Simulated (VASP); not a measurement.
# Cd (P6_3/mmc) in VASP: notebook

Runs on Cd. Level: PBE. Tasks: single point.

Program: VASP 6.6.1. These are calculated values, not measurements. Logs are shortened: lines on timing, memory, paths and dates and some standing lists are left out, and cuts for length are marked.

## (1) The cell of the first run

It takes space group P6_3/mmc (No. 194, hexagonal). The conventional cell has a = 3.248 Å, b = 3.248 Å, c = 10.378 Å, α = 90.00°, β = 90.00°, γ = 120.00°. Within 4.2 Å of Cd (site symmetry -3m) lie 12 Cd at 3.20 to 3.25 Å. Within 4.2 Å of Cd (site symmetry -6m2) lie 12 Cd at 3.20 to 3.25 Å.

## (2) Single point, PBE (23.71 Å³/atom)

Contents of INCAR:

```
  ALGO = Normal
  EDIFF = 1E-6
  ENCUT = 520
  GGA = PE
  ISIF = 2
  ISMEAR = -1
  LASPH = True
  LCHARG = True
  LELF = True
  LREAL = False
  LVHAR = True
  LWAVE = False
  NBANDS = 32
  NELM = 100
  PREC = Accurate
  SIGMA = 0.1
```

Contents of KPOINTS:

```
k-points
0
Gamma
  15 15 4
```

Contents of POSCAR:

```
Cd
1.0
    3.2482242768      0.0000000000      0.0000000000
   -1.6241121384      2.8130447409      0.0000000000
    0.0000000000      0.0000000000     10.3783003997
Cd
4
Direct
    0.0000000000      1.0000000000      0.0000000000
    0.0000000000      0.0000000000      0.5000000000
    0.3333333333      0.6666666667      0.2500000000
    0.6666666667      0.3333333333      0.7500000000
```

Potentials or basis: VASP PAW PBE potentials, release 64 (Cd).

Started as:

```
> cat potpaw_PBE.64/Cd/POTCAR > POTCAR
> mpirun -np 1 vasp_std > vasp.out
```

OUTCAR:

```text
EDIFF = 1E-6
   ENCUT = 520
   GGA = PE
   ISIF = 2
   ISMEAR = -1
   LASPH = True
   LREAL = False
   NELM = 100
   PREC = Accurate

 ion  position               nearest neighbor table
   1  0.000  0.000  0.000-   3 3.20   4 3.20   4 3.20   3 3.20   4 3.20   3 3.20
   2  0.000  0.000  0.500-   3 3.20   4 3.20   4 3.20   3 3.20   4 3.20   3 3.20
   3  0.333  0.667  0.250-   1 3.20   2 3.20   1 3.20   2 3.20   1 3.20   2 3.20
   4  0.667  0.333  0.750-   1 3.20   2 3.20   1 3.20   2 3.20   1 3.20   2 3.20

  LATTYP: Found a hexagonal cell.
 ALAT       =     3.2482242768
 C/A-ratio  =     3.1950689101

  Lattice vectors:

 A1 = (   3.2482242768,   0.0000000000,   0.0000000000)
 A2 = (  -1.6241121384,   2.8130447409,   0.0000000000)
 A3 = (   0.0000000000,   0.0000000000,  10.3783003997)

Analysis of symmetry for initial positions (statically):
=====================================================================
 Subroutine PRICEL returns:
 Original cell was already a primitive cell.

 Routine SETGRP: Setting up the symmetry group for a
 hexagonal supercell.

 Subroutine GETGRP returns: Found 24 space group operations
 (whereof 12 operations were pure point group operations)
 out of a pool of 24 trial point group operations.

The static configuration has the point symmetry D_3d.
 The point group associated with its full space group is D_6h.

Analysis of symmetry for dynamics (positions and initial velocities):
=====================================================================
 Subroutine PRICEL returns:
 Original cell was already a primitive cell.

 Routine SETGRP: Setting up the symmetry group for a
 hexagonal supercell.

 Subroutine GETGRP returns: Found 24 space group operations
 (whereof 12 operations were pure point group operations)
 out of a pool of 24 trial point group operations.

The dynamic configuration has the point symmetry D_3d.
 The point group associated with its full space group is D_6h.

 Subroutine INISYM returns: Found 24 space group operations
 (whereof 12 operations are pure point group operations),
 and found     1 'primitive' translations

----------------------------------------------------------------------------------------

                                     Primitive cell

  volume of cell :      94.8307

  direct lattice vectors                    reciprocal lattice vectors
     3.248224277  0.000000000  0.000000000     0.307860515  0.177743351  0.000000000
    -1.624112138  2.813044741  0.000000000     0.000000000  0.355486703  0.000000000
     0.000000000  0.000000000 10.378300400     0.000000000  0.000000000  0.096354891

  length of vectors
     3.248224277  3.248224277 10.378300400     0.355486703  0.355486703  0.096354891

  position of ions in fractional coordinates (direct lattice)
     0.000000000  0.000000000  0.000000000
     0.000000000  0.000000000  0.500000000
     0.333333333  0.666666667  0.250000000
     0.666666667  0.333333333  0.750000000

  ion indices of the primitive-cell ions
   primitive index   ion index
                 1           1
                 2           2
                 3           3
                 4           4

----------------------------------------------------------------------------------------

 KPOINTS: k-points

Automatic generation of k-mesh.
 Grid dimensions read from file:
 generate k-points for:   15   15    4

 Generating k-lattice:

  Cartesian coordinates                     Fractional coordinates (reciprocal lattice)
     0.020524034  0.011849557  0.000000000     0.066666667  0.000000000  0.000000000
     0.000000000  0.023699114  0.000000000     0.000000000  0.066666667  0.000000000
     0.000000000  0.000000000  0.024088723     0.000000000  0.000000000  0.250000000

  Length of vectors
     0.023699114  0.023699114  0.024088723

  Shift w.r.t. Gamma in fractional coordinates (k-lattice)
     0.000000000  0.000000000  0.000000000

 Subroutine IBZKPT returns following result:
 ===========================================

 Found     81 irreducible k-points:

 Following reciprocal coordinates:
            Coordinates               Weight
  0.000000  0.000000  0.000000      1.000000
  0.066667  0.000000  0.000000      6.000000
  0.133333 -0.000000  0.000000      6.000000
  0.200000  0.000000  0.000000      6.000000
  0.266667 -0.000000  0.000000      6.000000
  0.333333  0.000000  0.000000      6.000000
[... 16 lines left out ...]
  0.333333  0.200000  0.000000     12.000000
  0.400000  0.200000  0.000000      6.000000
 [... further k-points ...]
   k-points           NKPTS =     81   k-points in BZ     NKDIM =     81   number of bands    NBANDS=     32
   number of dos      NEDOS =    301   number of ions     NIONS =      4
   total plane-waves  NPLWV =  46080
   dimension x,y,z NGX =    24 NGY =   24 NGZ =   80
   dimension x,y,z NGXF=    48 NGYF=   48 NGZF=  160
   ions per type =               4
   NGX,Y,Z   is equivalent  to a cutoff of  12.28, 12.28, 12.81 a.u.
   NGXF,Y,Z  is equivalent  to a cutoff of  24.57, 24.57, 25.63 a.u.
 SYSTEM =  unknown system
   PREC   = accura    normal or accurate (medium, high low for compatibility)
   ISTART =      0    job   : 0-new  1-cont  2-samecut
   ICHARG =      2    charge: 1-file 2-atom 10-const
   ISPIN  =      1    spin polarized calculation?
   LNONCOLLINEAR =      F non collinear calculations
   LSORBIT =      F    spin-orbit coupling
   LASPH  =      T    aspherical Exc in radial PAW
   ENCUT  =  520.0 eV  38.22 Ry    6.18 a.u.   6.04  6.04 19.30*2*pi/ulx,y,z
   NELM   =    100;   NELMIN=  2; NELMDL= -5     # of ELM steps
   EDIFF  = 0.1E-05   stopping-criterion for ELM
   LREAL  =      F    real-space projection
   EDIFFG = 0.1E-04   stopping-criterion for IOM
   NSW    =      0    number of steps for IOM
   IBRION =     -1    ionic relax: 0-MD 1-quasi-New 2-CG
   NFREE  =      0    steps in history (QN), initial steepest desc. (CG)
   ISIF   =      2    stress and relaxation
   ISYM   =      2    0-nonsym 1-usesym 2-fastsym
   POTIM  = 0.5000    time-step for ionic-motion
   TEBEG  =    0.0;   TEEND  =   0.0 temperature during run
   PSTRESS=    0.0 pullay stress
   NELECT =      48.0000    total number of electrons
   NUPDOWN=      -1.0000    fix difference up-down
   EMIN   =  10.00;   EMAX   =-10.00  energy-range for DOS
   EFERMI =   0.00;   METHOD = LEGACY
   ISMEAR =    -1;   SIGMA  =   0.10  broadening in eV -4-tet -1-fermi 0-gaus
   EFERMI_NEDOS =   21; number of points for ismear=-14 and -15
   IALGO  =     38    algorithm
   IMIX   =      4    mixing-type and parameters
     AMIX     =   0.40;   BMIX     =  1.00
     AMIX_MAG =   1.60;   BMIX_MAG =  1.00
  volume/ion in A,a.u.               =      23.71       159.99
  Fermi-wavevector in a.u.,A,eV,Ry     =   1.304685  2.465497 23.159871  1.702203
  Thomas-Fermi vector in A             =   2.435604
   LORBIT       =      0    0 simple, 1 ext, 2 COOP (PROOUT), +10 PAW based schemes
   GGA     = PE    functional components
   LHFCALC =     F    Hartree Fock is set to
   AEXX    =    0.0000 exact exchange contribution
   IVDW    =     0    specifies the selected vdW correction
   LEPSILON=     F    determine dielectric tensor
   LRPA    =     F    only Hartree local field effects (RPA)
 non-spin polarized calculation
  energy-cutoff  :      520.00
  volume of cell :       94.83
 maximum number of plane-waves:      2592
   NGX = 13   NGY = 13   NGZ = 39

 number of electron      48.0000018 magnetization

 Free energy of the ion-electron system (eV)
  ---------------------------------------------------
  ext. energy  EPLUGINS =         0.00000000
  ---------------------------------------------------
  free energy    TOTEN  =        -2.94594573 eV

  energy without entropy =       -2.89809512  energy(sigma->0) =       -2.92202043

 E-fermi :   2.3176     XC(G=0): -10.5571

 val. band max:        2.3128264479   @ k =   0.4000   0.2000   0.0000
 cond. band min:       2.3234878247   @ k =   0.2667  -0.0000   0.0000
 fundamental gap:      0.0106613768
 Fermi energy:         2.3175796226

 k-point     1 :       0.0000    0.0000    0.0000
  band No.  band energies     occupation
      1      -7.0531      2.00000
      2      -6.8355      2.00000
      3      -6.8126      2.00000
      4      -6.6795      2.00000
      5      -6.6795      2.00000
      6      -6.6743      2.00000
[... 24 lines left out ...]
     31      14.6906      0.00000
     32      14.8745      0.00000

 k-point     2 :       0.0667    0.0000    0.0000
  band No.  band energies     occupation
      1      -7.0287      2.00000
      2      -6.8246      2.00000
      3      -6.7935      2.00000
      4      -6.6909      2.00000
      5      -6.6830      2.00000
      6      -6.6574      2.00000
[... 24 lines left out ...]
     31      13.7462      0.00000
     32      14.3859      0.00000

 k-point     3 :       0.1333   -0.0000    0.0000
  band No.  band energies     occupation
      1      -6.9740      2.00000
      2      -6.8200      2.00000
      3      -6.7702      2.00000
      4      -6.7149      2.00000
      5      -6.6938      2.00000
      6      -6.6729      2.00000
[... 24 lines left out ...]
     31      11.9597      0.00000
     32      13.5943      0.00000

 k-point     4 :       0.2000    0.0000    0.0000
  band No.  band energies     occupation
      1      -6.9597      2.00000
      2      -6.8531      2.00000
      3      -6.8001      2.00000
      4      -6.7278      2.00000
      5      -6.7212      2.00000
      6      -6.6927      2.00000
[... 654 lines left out ...]
     31       6.8597      0.00000
     32       9.3622      0.00000

 k-point    23 :       0.3333    0.2000    0.0000
  band No.  band energies     occupation
      1      -7.0190      2.00000
      2      -6.9862      2.00000
      3      -6.9086      2.00000
      4      -6.8585      2.00000
      5      -6.7552      2.00000
      6      -6.7488      2.00000
[... 24 lines left out ...]
     31       6.5477      0.00000
     32       7.7322      0.00000

 k-point    24 :       0.4000    0.2000    0.0000
  band No.  band energies     occupation
      1      -7.0373      2.00000
      2      -6.9925      2.00000
      3      -6.9165      2.00000
      4      -6.8512      2.00000
      5      -6.7759      2.00000
      6      -6.7601      2.00000
[... 24 lines left out ...]
     31       6.4161      0.00000
     32       6.6349      0.00000

 [... further k-points ...]

------------------------ aborting loop because EDIFF is reached ----------------------------------------

  FORCE on cell =-STRESS in cart. coord.  units (eV):
  Direction    XX          YY          ZZ          XY          YZ          ZX
  --------------------------------------------------------------------------------------
  -------------------------------------------------------------------------------------
  Total       -0.6892055     -0.6892055     -0.8204713      0.0000000      0.0000000      0.0000000
  in kB      -11.6442216    -11.6442216    -13.8619741      0.0000000      0.0000000      0.0000000
  external PRESSURE =     -12.3834724 kB  Pullay stress =       0.0000000 kB

 VOLUME and BASIS-vectors are now :
 -----------------------------------------------------------------------------
  energy-cutoff  :      520.00
  volume of cell :       94.83
      direct lattice vectors                 reciprocal lattice vectors
     3.248224277  0.000000000  0.000000000     0.307860515  0.177743351  0.000000000
    -1.624112138  2.813044741  0.000000000     0.000000000  0.355486703  0.000000000
     0.000000000  0.000000000 10.378300400     0.000000000  0.000000000  0.096354891

 POSITION                                       TOTAL-FORCE (eV/Angst)
 -----------------------------------------------------------------------------------
      0.00000      0.00000      0.00000        -0.000000     -0.000000      0.000000
      0.00000      0.00000      5.18915        -0.000000     -0.000000      0.000000
     -0.00000      1.87536      2.59458         0.000000     -0.000000     -0.000000
      1.62411      0.93768      7.78373         0.000000      0.000000      0.000000
 -----------------------------------------------------------------------------------
    total drift:                               -0.000000      0.000000     -0.000000

  FREE ENERGIE OF THE ION-ELECTRON SYSTEM (eV)
  ---------------------------------------------------
  free  energy   TOTEN  =        -2.9459457322 eV

  energy  without entropy=       -2.8980951214  energy(sigma->0) =       -2.92202043
```

It used 130 s of CPU time on 1 thread of Intel(R) Xeon(R) Platinum 8488C (Sapphire Rapids) (shared host).

Results:

```
Free energy            : -2.9459 eV
Pressure               : -1.2 GPa
Band gap on the k mesh : zero (bands 24 and 25 overlap by 2.44 eV)
```

Levels at points of the mesh, in eV from the Fermi level:
```csv
k point,band 21,band 22,band 23,band 24,band 25,band 26,band 27,band 28
"(0.00, 0.00, 0.00)",-8.25,-6.60,-6.58,-1.95,-1.24,6.23,6.23,11.41
"(0.00, 0.00, 0.50)",-7.85,-7.85,-4.50,-4.50,2.02,2.02,10.90,10.90
```

[end of part 1 of 2]
